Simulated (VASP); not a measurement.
Crystal: MgS.

```
Mg S
1.0
     0.00000    2.83312    2.83312
     2.83312    0.00000    2.83312
     2.83312    2.83312    0.00000
Mg S
1 1
Direct
  0.00000 0.00000 0.00000
  0.75000 0.75000 0.75000
```

```yaml
Program: VASP 6.6.1
Task: relaxation of cell and atoms
Functional: LDA
Potentials_or_basis: VASP PAW LDA potentials, release 64 (Mg, S)
Cutoff: 600 eV
k_mesh: 7 × 7 × 7
Occupations: gaussian, width 0.01 eV
Spin: no spin polarisation
```

At the start: pressure -2.5 GPa; volume 22.74 Å³/atom.

Problem. Where does the relaxation end?

Solution. Over 3 steps the energy falls by 7.9 meV/atom and the volume is 21.77 Å³/atom (-4.3 %); space group F-43m (No. 216, to 0.05 Å).

The path:
```tsv
step	energy change (eV)	largest force (eV/Å)	pressure (GPa)	volume (Å³)
1	0.0000	0.0000	-2.50	45.48
2	-0.0151	0.0000	0.53	43.18
3	-0.0157	0.0000	0.00	43.54
```

Final structure:
```
CELL_PARAMETERS angstrom
0.00000 2.79226 2.79226
2.79226 0.00000 2.79226
2.79226 2.79226 0.00000
ATOMIC_POSITIONS crystal
Mg 0.00000 0.00000 0.00000
S 0.75000 0.75000 0.75000
```
